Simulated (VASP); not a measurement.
# Be2C in VASP: a series of runs

Be2C is run at these levels: PBEsol+D3(BJ); tasks: single point.

All numbers are computed with VASP 6.6.1; they aren't measurements. Logs are shortened: lines on timing, memory, paths and dates and some standing lists are left out, and cuts for length are marked.

## (1) The cell of the first run

The structure is cubic, space group Fm-3m (No. 225). Conventional cell: a = 4.330 Å, b = 4.330 Å, c = 4.330 Å, α = 90.00°, β = 90.00°, γ = 90.00°. Be (site symmetry -43m) has 4 C at 1.87 Å and 6 Be at 2.17 Å within 2.5 Å. C (site symmetry m-3m) has 8 Be at 1.87 Å within 2.5 Å.

## (2) Single point, PBEsol+D3(BJ)

File INCAR:

```
SYSTEM = Be2C
ALGO     = Normal         ! electronic algorithm
EDIFF    = 1E-6           ! SCF threshold, eV
ENCUT    = 600            ! plane-wave cutoff, eV
GGA      = PS             ! functional
GGA_COMPAT= .FALSE.      
ISIF     = 2              ! what is computed and relaxed
ISMEAR   = 0              ! smearing method
IVDW     = 12             ! dispersion correction
LASPH    = .TRUE.         ! aspherical terms in the spheres
LCHARG   = .FALSE.        ! write CHGCAR
LREAL    = .FALSE.        ! projectors in reciprocal space
LWAVE    = .FALSE.        ! write WAVECAR
NBANDS   = 11             ! bands
NELM     = 120            ! most SCF steps
PREC     = Accurate       ! precision mode
SIGMA    = 0.05           ! smearing width, eV
```

File KPOINTS:

```
k-points
0
G
  7 7 7
  0 0 0
```

File POSCAR:

```
Be2C
1.0
    0.0000000000      2.1650000000      2.1650000000
    2.1650000000      0.0000000000      2.1650000000
    2.1650000000      2.1650000000      0.0000000000
Be C
2 1
Direct
    0.2500000000      0.2500000000      0.2500000000
    0.7500000000      0.7500000000      0.7500000000
    0.0000000000      0.0000000000      0.0000000000
```

Potentials or basis: VASP PAW PBE potentials, release 64 (Be, C).

Launch:

```sh
cat potpaw_PBE.64/Be/POTCAR potpaw_PBE.64/C/POTCAR > POTCAR
mpirun -np 1 vasp_std > vasp.out
```

OUTCAR:

```text
SYSTEM = Be2C
   EDIFF = 1E-6
   ENCUT = 600
   GGA = PS
   ISIF = 2
   ISMEAR = 0
   IVDW = 12
   LASPH = .TRUE.
   LREAL = .FALSE.
   NELM = 120
   PREC = Accurate
 IVDW          = 12

 ion  position               nearest neighbor table
   1  0.250  0.250  0.250-   3 1.87   3 1.87   3 1.87   3 1.87   2 2.17   2 2.17   2 2.17   2 2.17
                             2 2.17   2 2.17
   2  0.750  0.750  0.750-   3 1.87   3 1.87   3 1.87   3 1.87   1 2.17   1 2.17   1 2.17   1 2.17
                             1 2.17   1 2.17
   3  0.000  0.000  0.000-   2 1.87   2 1.87   2 1.87   1 1.87   2 1.87   1 1.87   1 1.87   1 1.87

  LATTYP: Found a face centered cubic cell.
 ALAT       =     4.3300000000

  Lattice vectors:

 A1 = (   0.0000000000,   2.1650000000,   2.1650000000)
 A2 = (   2.1650000000,   0.0000000000,   2.1650000000)
 A3 = (   2.1650000000,   2.1650000000,   0.0000000000)

Analysis of symmetry for initial positions (statically):
=====================================================================
 Subroutine PRICEL returns:
 Original cell was already a primitive cell.

 Routine SETGRP: Setting up the symmetry group for a
 face centered cubic supercell.

 Subroutine GETGRP returns: Found 48 space group operations
 (whereof 48 operations were pure point group operations)
 out of a pool of 48 trial point group operations.

The static configuration has the point symmetry O_h .

Analysis of symmetry for dynamics (positions and initial velocities):
=====================================================================
 Subroutine PRICEL returns:
 Original cell was already a primitive cell.

 Routine SETGRP: Setting up the symmetry group for a
 face centered cubic supercell.

 Subroutine GETGRP returns: Found 48 space group operations
 (whereof 48 operations were pure point group operations)
 out of a pool of 48 trial point group operations.

The dynamic configuration has the point symmetry O_h .

 Subroutine INISYM returns: Found 48 space group operations
 (whereof 48 operations are pure point group operations),
 and found     1 'primitive' translations

----------------------------------------------------------------------------------------

                                     Primitive cell

  volume of cell :      20.2957

  direct lattice vectors                    reciprocal lattice vectors
     0.000000000  2.165000000  2.165000000    -0.230946882  0.230946882  0.230946882
[... 91 lines left out ...]
   POTIM  = 0.5000    time-step for ionic-motion
   TEBEG  =    0.0;   TEEND  =   0.0 temperature during run
   PSTRESS=    0.0 pullay stress
   NELECT =       8.0000    total number of electrons
   NUPDOWN=      -1.0000    fix difference up-down
   EMIN   =  10.00;   EMAX   =-10.00  energy-range for DOS
   EFERMI =   0.00;   METHOD = LEGACY
   ISMEAR =     0;   SIGMA  =   0.05  broadening in eV -4-tet -1-fermi 0-gaus
   EFERMI_NEDOS =   21; number of points for ismear=-14 and -15
   IALGO  =     38    algorithm
   IMIX   =      4    mixing-type and parameters
     AMIX     =   0.40;   BMIX     =  1.00
     AMIX_MAG =   1.60;   BMIX_MAG =  1.00
  volume/ion in A,a.u.               =       6.77        45.65
  Fermi-wavevector in a.u.,A,eV,Ry     =   1.200338  2.268310 19.603432  1.440812
  Thomas-Fermi vector in A             =   2.336177
   LORBIT       =      0    0 simple, 1 ext, 2 COOP (PROOUT), +10 PAW based schemes
   GGA     = PS    functional components
   LHFCALC =     F    Hartree Fock is set to
   AEXX    =    0.0000 exact exchange contribution
   IVDW    =    12    specifies the selected vdW correction
   LEPSILON=     F    determine dielectric tensor
   LRPA    =     F    only Hartree local field effects (RPA)
 non-spin polarized calculation
 Gauss-broadening in eV      SIGMA  =   0.05
  energy-cutoff  :      600.00
  volume of cell :       20.30
 maximum number of plane-waves:       688
   NGX = 13   NGY = 13   NGZ = 13

 number of electron       8.0000000 magnetization

 Free energy of the ion-electron system (eV)
  ---------------------------------------------------
  ext. energy  EPLUGINS =         0.00000000
  ---------------------------------------------------
  free energy    TOTEN  =       -18.41004219 eV

  energy without entropy =      -18.41004219  energy(sigma->0) =      -18.41004219

 E-fermi :   7.9889     XC(G=0): -11.5112

 val. band max:        7.6888880591   @ k =   0.0000   0.0000   0.0000
 cond. band min:       8.9848509738   @ k =   0.4286   0.4286   0.0000
 fundamental gap:      1.2959629146
 Fermi energy:         7.9888939181

 k-point     1 :       0.0000    0.0000    0.0000
  band No.  band energies     occupation
      1      -7.3421      2.00000
      2       7.6889      2.00000
      3       7.6889      2.00000
      4       7.6889      2.00000
      5      11.7726      0.00000
      6      11.7726      0.00000
      7      11.7726      0.00000
      8      14.3889      0.00000
      9      20.7676      0.00000
     10      20.7676      0.00000
     11      20.7676      0.00000
[... 253 lines left out ...]
 k-point    20 :      -0.2857    0.4286    0.1429
  band No.  band energies     occupation
      1      -3.4928      2.00000
      2       0.7826      2.00000
      3       1.6511      2.00000
      4       2.9393      2.00000
      5      12.5446      0.00000
      6      16.1261      0.00000
      7      17.2282      0.00000
      8      18.0511      0.00000
      9      21.0929      0.00000
     10      21.4069      0.00000
     11      25.2082      0.00000

------------------------ aborting loop because EDIFF is reached ----------------------------------------

 Edisp (eV)   -0.69152

 E8    (eV) :    -0.3755

  FORCE on cell =-STRESS in cart. coord.  units (eV):
  Direction    XX          YY          ZZ          XY          YZ          ZX
  --------------------------------------------------------------------------------------
  -------------------------------------------------------------------------------------
  Total      -0.97439    -0.97439    -0.97439     0.00000     0.00000     0.00000
  in kB     -76.92018   -76.92018   -76.92018     0.00000     0.00000     0.00000
  external pressure =      -76.92 kB  Pullay stress =        0.00 kB

 VOLUME and BASIS-vectors are now :
 -----------------------------------------------------------------------------
  energy-cutoff  :      600.00
  volume of cell :       20.30
      direct lattice vectors                 reciprocal lattice vectors
     0.000000000  2.165000000  2.165000000    -0.230946882  0.230946882  0.230946882
     2.165000000  0.000000000  2.165000000     0.230946882 -0.230946882  0.230946882
     2.165000000  2.165000000  0.000000000     0.230946882  0.230946882 -0.230946882

 POSITION                                       TOTAL-FORCE (eV/Angst)
 -----------------------------------------------------------------------------------
      1.08250      1.08250      1.08250         0.000000     -0.000000      0.000000
      3.24750      3.24750      3.24750        -0.000000     -0.000000     -0.000000
      0.00000      0.00000      0.00000         0.000000      0.000000      0.000000
 -----------------------------------------------------------------------------------
    total drift:                               -0.000000     -0.000000      0.000000

  FREE ENERGIE OF THE ION-ELECTRON SYSTEM (eV)
  ---------------------------------------------------
  free  energy   TOTEN  =       -19.1015652636 eV

  energy  without entropy=      -19.1015652636  energy(sigma->0) =      -19.10156526
```

stdout:

```text
POSCAR found type information on POSCAR BeC
 POSCAR found :  2 types and       3 ions
 scaLAPACK will be used
 -----------------------------------------------------------------------------
|                                                                             |
|                                                                             |
|     You enforced a specific xc type in the INCAR file but a different       |
|     I HOPE YOU KNOW WHAT YOU ARE DOING!                                     |
|                                                                             |
 -----------------------------------------------------------------------------

 LDA part: xc-table for (Slater+PW92), standard interpolation
 POSCAR, INCAR and KPOINTS ok, starting setup
 FFT: planning ... GRIDC
 FFT: planning ... GRID_SOFT
 FFT: planning ... GRID
 WAVECAR not read
 entering main loop
```

It took 6.6 s on 1 thread of AMD EPYC 7R43 (Zen 3), shared host; peak memory 0.11 GiB.

What came out:

* Free energy: -19.1016 eV
* Pressure: -7.7 GPa
* Band gap on the k mesh: 1.30 eV, indirect (least direct gap 4.08 eV)
* Dispersion energy per atom: -0.231 eV

Levels at points of the mesh, in eV from the valence-band top:
```
           k point  band 1  band 2  band 3  band 4  band 5  band 6  band 7  band 8
(0.00, 0.00, 0.00)  -15.03    0.00    0.00    0.00    4.08    4.08    4.08    6.70
```

Caveat: the PAW data sets were made with another functional, which shifts forces and pressure a little. A k mesh can miss the band edges.

## (3) Single point, PBEsol+D3(BJ)

File INCAR:

```
PREC     = Accurate       # precision mode
ENCUT    = 600            # plane-wave cutoff, eV
EDIFF    = 1E-6           # SCF threshold, eV
ISMEAR   = 0              # smearing method
SIGMA    = 0.05           # smearing width, eV
LREAL    = False          # projectors in reciprocal space
LASPH    = True           # aspherical terms in the spheres
NELM     = 120            # most SCF steps
ALGO     = Normal         # electronic algorithm
ISIF     = 2              # what is computed and relaxed
LWAVE    = False          # write WAVECAR
LCHARG   = True           # write CHGCAR
GGA      = PS             # functional
IVDW     = 12             # dispersion correction
LELF     = True           # ELF
LVHAR    = True         
NBANDS   = 11             # bands
GGA_COMPAT= False
```

File KPOINTS:

```
Automatic mesh
0
Gamma
  7 7 7
```

File POSCAR:

```
Be2C
1.0
   -0.0324750000      2.1650000000      2.1650000000
    2.1650000000     -0.0324750000      2.1650000000
    2.1325250000      2.1325250000      0.0000000000
Be C
2 1
Direct
    0.2500000000      0.2500000000      0.2500000000
    0.7500000000      0.7500000000      0.7500000000
    0.0000000000      0.0000000000      0.0000000000
```

Potentials or basis: VASP PAW PBE potentials, release 64 (Be, C).

Launch:

```sh
cat potpaw_PBE.64/Be/POTCAR potpaw_PBE.64/C/POTCAR > POTCAR
mpirun -np 1 vasp_std > vasp.out
```

OUTCAR:

```text
PREC = Accurate
   ENCUT = 600
   EDIFF = 1E-6
   ISMEAR = 0
   LREAL = False
   LASPH = True
   NELM = 120
   ISIF = 2
   GGA = PS
   IVDW = 12
 IVDW          = 12

 ion  position               nearest neighbor table
   1  0.250  0.250  0.250-   3 1.86   3 1.86   3 1.89   3 1.89   2 2.17   2 2.17   2 2.17   2 2.17
                             2 2.17   2 2.17
   2  0.750  0.750  0.750-   3 1.86   3 1.86   3 1.89   3 1.89   1 2.17   1 2.17   1 2.17   1 2.17
                             1 2.17   1 2.17
   3  0.000  0.000  0.000-   2 1.86   1 1.86   2 1.86   1 1.86   2 1.89   2 1.89   1 1.89   1 1.89

  LATTYP: Found a body centered orthorhombic cell.
 ALAT       =     3.0158457771
 B/A-ratio  =     1.0304568528
 C/A-ratio  =     1.4357498095

  Lattice vectors:

 A1 = (   0.0324750000,  -2.1650000000,  -2.1650000000)
 A2 = (  -0.0324750000,   2.1650000000,  -2.1650000000)
 A3 = (   2.1650000000,  -0.0324750000,   2.1650000000)

Analysis of symmetry for initial positions (statically):
=====================================================================
 Subroutine PRICEL returns:
 Original cell was already a primitive cell.

 Routine SETGRP: Setting up the symmetry group for a
[... 186 lines left out ...]
      8      14.4926      0.00000
      9      20.7614      0.00000
     10      20.7661      0.00000
     11      20.8103      0.00000
[... 309 lines left out ...]
 k-point    24 :       0.2857    0.2857    0.1429
  band No.  band energies     occupation
      1      -6.1677      2.00000
      2       3.3620      2.00000
      3       5.0177      2.00000
      4       5.9950      2.00000
      5      12.2578      0.00000
      6      14.2304      0.00000
      7      14.7740      0.00000
      8      15.1270      0.00000
      9      18.9242      0.00000
     10      21.6195      0.00000
     11      23.5392      0.00000

 [... further k-points ...]

------------------------ aborting loop because EDIFF is reached ----------------------------------------

 Edisp (eV)   -0.69169

 E8    (eV) :    -0.3756

  FORCE on cell =-STRESS in cart. coord.  units (eV):
  Direction    XX          YY          ZZ          XY          YZ          ZX
  --------------------------------------------------------------------------------------
  -------------------------------------------------------------------------------------
  Total      -0.94076    -0.94076    -0.96138     0.78693     0.00000     0.00000
  in kB     -74.28210   -74.28210   -75.91002    62.13594     0.00000     0.00000
  external pressure =      -74.82 kB  Pullay stress =        0.00 kB

 VOLUME and BASIS-vectors are now :
 -----------------------------------------------------------------------------
  energy-cutoff  :      600.00
  volume of cell :       20.29
      direct lattice vectors                 reciprocal lattice vectors
    -0.032475000  2.165000000  2.165000000    -0.227533874  0.227533874  0.230946882
     2.165000000 -0.032475000  2.165000000     0.227533874 -0.227533874  0.230946882
     2.132525000  2.132525000  0.000000000     0.234463840  0.234463840 -0.230946882

 POSITION                                       TOTAL-FORCE (eV/Angst)
 -----------------------------------------------------------------------------------
      1.06626      1.06626      1.08250        -0.000000     -0.000000     -0.050374
      3.19879      3.19879      3.24750         0.000000      0.000000      0.050374
      0.00000      0.00000      0.00000        -0.000000      0.000000      0.000000
 -----------------------------------------------------------------------------------
    total drift:                               -0.000000     -0.000000      0.000000

  FREE ENERGIE OF THE ION-ELECTRON SYSTEM (eV)
  ---------------------------------------------------
  free  energy   TOTEN  =       -19.0899602173 eV

  energy  without entropy=      -19.0899602173  energy(sigma->0) =      -19.08996022
```

stdout:

```text
POSCAR found type information on POSCAR BeC
 POSCAR found :  2 types and       3 ions
 scaLAPACK will be used
 -----------------------------------------------------------------------------
|                                                                             |
|                                                                             |
|     You enforced a specific xc type in the INCAR file but a different       |
|     I HOPE YOU KNOW WHAT YOU ARE DOING!                                     |
|                                                                             |
 -----------------------------------------------------------------------------

 LDA part: xc-table for (Slater+PW92), standard interpolation
 POSCAR, INCAR and KPOINTS ok, starting setup
 FFT: planning ... GRIDC
 FFT: planning ... GRID_SOFT
 FFT: planning ... GRID
 WAVECAR not read
 entering main loop
```

Wall time 18 s (1 thread of AMD EPYC 7R43 (Zen 3), shared host); peak memory 0.12 GiB.

What came out:

| Property | Result |
| --- | --- |
| Free energy | -19.0900 eV |
| Pressure | -7.5 GPa |
| Largest force | 0.050 eV/Å |
| Band gap on the k mesh | 1.18 eV, indirect (least direct gap 3.70 eV) |
| Dispersion energy per atom | -0.231 eV |

Forces in eV/Å, atoms in the order of the input:
```
Be   0.000  0.000 -0.050
Be   0.000  0.000  0.050
C    0.000  0.000  0.000
```

Levels at points of the mesh, in eV from the valence-band top:
```tsv
k point	band 1	band 2	band 3	band 4	band 5	band 6	band 7	band 8	band 9
(0.00, 0.00, 0.00)	-15.11	-0.15	-0.08	0.00	3.70	3.92	4.33	6.72	12.99
```

Caveat: the PAW data sets were made with another functional, which shifts forces and pressure a little. Expect the measured gap to be larger: semilocal functionals such as PBEsol lack the derivative discontinuity.

## (4) Single point, PBEsol+D3(BJ)

File INCAR:

```
  PREC = Accurate
  ENCUT = 600
  EDIFF = 1E-6
  ISMEAR = 0
  SIGMA = 0.05
  LREAL = False
  LASPH = True
  NELM = 120
  ALGO = Normal
  ISIF = 2
  LWAVE = False
  LCHARG = False
  GGA = PS
  IVDW = 12
  NBANDS = 11
  GGA_COMPAT = False
```

File KPOINTS:

```
regular mesh
0
Gamma
  7 7 7
```

File POSCAR:

```
Be2C
1.0
   -0.0216500000      2.1650000000      2.1650000000
    2.1650000000     -0.0216500000      2.1650000000
    2.1433500000      2.1433500000      0.0000000000
Be C
2 1
Direct
    0.2500000000      0.2500000000      0.2500000000
    0.7500000000      0.7500000000      0.7500000000
    0.0000000000      0.0000000000      0.0000000000
```

Launch:

```sh
cat potpaw_PBE.64/Be/POTCAR potpaw_PBE.64/C/POTCAR > POTCAR
mpirun -np 1 vasp_std > vasp.out
```

Run time: 15 s. Hardware: 1 thread of AMD EPYC 7R43 (Zen 3), shared host; peak memory 0.12 GiB.

The run converged. Its results:

```yaml
Free_energy: -19.0964 eV
Pressure: -7.6 GPa
Largest_force: 0.034 eV/Å
Band_gap_on_the_k_mesh: 1.23 eV, indirect (least direct gap 3.82 eV)
Dispersion_energy_per_atom: -0.231 eV
```

Forces in eV/Å, atoms in the order of the input:
```
Be   0.000  0.000 -0.034
Be   0.000  0.000  0.034
C    0.000  0.000  0.000
```

Stress tensor (GPa, compression positive):
```
-7.57  4.14  0.00
 4.14 -7.57  0.00
 0.00  0.00 -7.65
```

Levels at points of the mesh, in eV from the valence-band top:
```
           k point  band 2  band 3  band 4  band 5  band 6  band 7
(0.00, 0.00, 0.00)   -0.10   -0.05    0.00    3.82    3.99    4.25
```

Caveat: the PAW data sets were made with another functional, which shifts forces and pressure a little. A k mesh can miss the band edges.

## (5) Summary

| cell | gap on the mesh (eV) | pressure (GPa) | largest force (eV/Å) |
| --- | --- | --- | --- |
| a = 3.062 Å, angles 60.0°, 3 atoms | 1.30 | -7.7 | - |
| a = 3.062, b = 3.062, c = 3.016 Å, angles 60.5, 60.5, 61.0°, 3 atoms | 1.18 | -7.5 | 0.05 |
| a = 3.062, b = 3.062, c = 3.031 Å, angles 60.3, 60.3, 60.7°, 3 atoms | 1.23 | -7.6 | 0.03 |

Alike in all rows: task single point; level PBEsol+D3(BJ); potentials or basis VASP PAW PBE potentials, release 64 (Be, C); no spin polarisation; k mesh 7 × 7 × 7; cutoff (eV) 600; smearing gaussian 0.05 eV.

Caveats: the PAW data sets were made with another functional, which shifts forces and pressure a little.

Absolute energies hang on the potentials; compare differences alone.
